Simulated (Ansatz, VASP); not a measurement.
BaTiO3: VASP beside Ansatz

Contents of INCAR:

```
SYSTEM = BaTiO3
ALGO = Normal ; EDIFF = 1E-8
ENCUT = 520 ; GGA = PS
ISIF = 2 ; ISMEAR = -1
LASPH = .TRUE. ; LCHARG = .FALSE.
LEFG = .TRUE. ; LREAL = .FALSE.
LWAVE = .FALSE. ; NBANDS = 28
NELM = 80 ; PREC = Accurate
SIGMA = 0.08
```

File KPOINTS:

```
k-points
0
G
  7 7 7
  0 0 0
```

POSCAR

```
BaTiO3
1.0
    3.9457420220      0.0000000000      0.0000000000
    0.0000000000      3.9457420220      0.0000000000
    0.0000000000      0.0000000000      3.9636960459
Ba Ti O
1 1 3
Direct
    0.0000000000      0.0000000000      0.0000000000
    0.5000000000      0.5000000000      0.4820000000
    0.5000000000      0.5000000000      0.0160000000
    0.5000000000      0.0000000000      0.5150000000
    0.0000000000      0.5000000000      0.5150000000
```

Input for Ansatz:

```yaml
crystal:
  lattice:
    - [3.945742022, 0.0, 0.0]
    - [0.0, 3.945742022, 0.0]
    - [0.0, 0.0, 3.9636960459]
  atoms:
    - { symbol: Ba, position: [0.0, 0.0, 0.0] }
    - { symbol: Ti, position: [0.5, 0.5, 0.482] }
    - { symbol: O, position: [0.5, 0.5, 0.016] }
    - { symbol: O, position: [0.5, 0.0, 0.515] }
    - { symbol: O, position: [0.0, 0.5, 0.515] }
kpoints:
  mp_grid: { grid: [7, 7, 7] }
scf:
  occupations: { method: fermi_dirac, width: 0.08 }
hamiltonian:
  xc: pbesol
  pseudopotentials: { kind: all_electron, datasets: crystal }
output:
  forces: true
  stress: true
  eigenvalues: true
  efg: { contact_densities: true }
```

Change from the starting cell: volume scaled by 0.96, crystal datasets.

Alike in both runs: task electric field gradients; functional PBEsol; k mesh 7 × 7 × 7; occupations fermi-dirac, width 0.08 eV; no spin polarisation.

|  | VASP | Ansatz |
| --- | --- | --- |
| version | VASP 6.6.1 | Ansatz 0.2.0 |
| potentials or method | VASP PAW PBE potentials, release 64 (Ba_sv, Ti_sv, O), cutoff 520 eV | all-electron PAW with datasets made for the crystal, scalar-relativistic |

Ansatz gave:

```
pressure (GPa)                                                : 3.6
traceless stress, the component that is largest in VASP (GPa) : 1.18
rms of the force components (eV/Å)                            : 0.086
size of Vzz on the site where it differs most (V/Å²)          : 1.7
```

Problem. Which values does VASP return?

Solution. Pressure (GPa): 5.7; traceless stress, the component that is largest in VASP (GPa): 1.26; rms of the force components (eV/Å): 0.094; size of Vzz on the site where it differs most (V/Å²): 2.3.

VASP's potentials were made for PBE, not for PBEsol. Atom by atom the forces differ by 0.021 eV/Å (rms over components). Ansatz ran all-electron here, and VASP with PAW potentials.

Neither program's run includes spin-orbit coupling.
